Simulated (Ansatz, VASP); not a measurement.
One calculation of NaBeH2, two programs

INCAR

```
  PREC = Accurate
  ENCUT = 600
  EDIFF = 1E-6
  ISMEAR = 0
  SIGMA = 0.1
  LREAL = F
  LASPH = T
  NELM = 100
  ALGO = Normal
  ISIF = 3
  LWAVE = F
  LCHARG = F
  GGA = PE
  IBRION = 2
  NSW = 100
  EDIFFG = -0.01
```

The input KPOINTS:

```
Automatic mesh
0
Gamma
  15 15 15
```

POSCAR

```
NaBeH2
1.0
    1.7349434801      1.0016700853      4.7762484230
   -1.7349434801      1.0016700853      4.7762484230
    0.0000000000     -2.0033401705      4.7762484230
Na Be H
1 1 2
Direct
    0.0000000000      0.0000000000      0.0000000000
    0.5000000000      0.5000000000      0.5000000000
    0.5952703990      0.5952703990      0.5952703990
    0.4047296010      0.4047296010      0.4047296010
```

Input for Ansatz:

```yaml
crystal:
  lattice:
    - [1.7349434801, 1.0016700853, 4.776248423]
    - [-1.7349434801, 1.0016700853, 4.776248423]
    - [0.0, -2.0033401705, 4.776248423]
  atoms:
    - { symbol: Na, position: [0.0, 0.0, 0.0] }
    - { symbol: Be, position: [0.5, 0.5, 0.5] }
    - { symbol: H, position: [0.595270399, 0.595270399, 0.595270399] }
    - { symbol: H, position: [0.404729601, 0.404729601, 0.404729601] }
basis:
  ecutwfc: 420
kpoints:
  mp_grid: { grid: [15, 15, 15] }
hamiltonian:
  xc: pbe
scf:
  occupations: { method: gaussian, width: 0.1 }
output:
  forces: true
  stress: true
  eigenvalues: true
  write_density: true
  write_potential: true
  elf: true
  volumetric_format: npy
relax:
  adjacent_minimum: "off"
  f_tol: 0.01
  max_steps: 80
  cell: { stress_tol: 0.05 }
```

Alike in both runs: task relaxation of cell and atoms; functional PBE; k mesh 15 × 15 × 15; occupations gaussian, width 0.1 eV; no spin polarisation.

|  | VASP | Ansatz |
| --- | --- | --- |
| version | VASP 6.6.1 | Ansatz 0.2.0 |
| potentials or method | VASP PAW PBE potentials, release 64 (Na_pv, Be, H), cutoff 600 eV | scalar-relativistic, plane waves, PAW |
| valence electrons in the cell | 11 | 13 |

|  | VASP | Ansatz | Ansatz less VASP |
| --- | --- | --- | --- |
| gap on the k mesh at the Fermi level, each at its own relaxed structure (eV) | none | none | - |
| relaxed volume (Å³/atom) | 12.44 | 12.36 | -0.077 |
| relaxed cell length with the largest relative difference (Å) | 5.179 | 5.192 | +0.0136 |

A gap of «none» marks a metal or a gap that the smearing closes. VASP's potentials hold 11 valence electrons a cell and Ansatz's 13, so a difference there can come from the potentials and not from the codes.
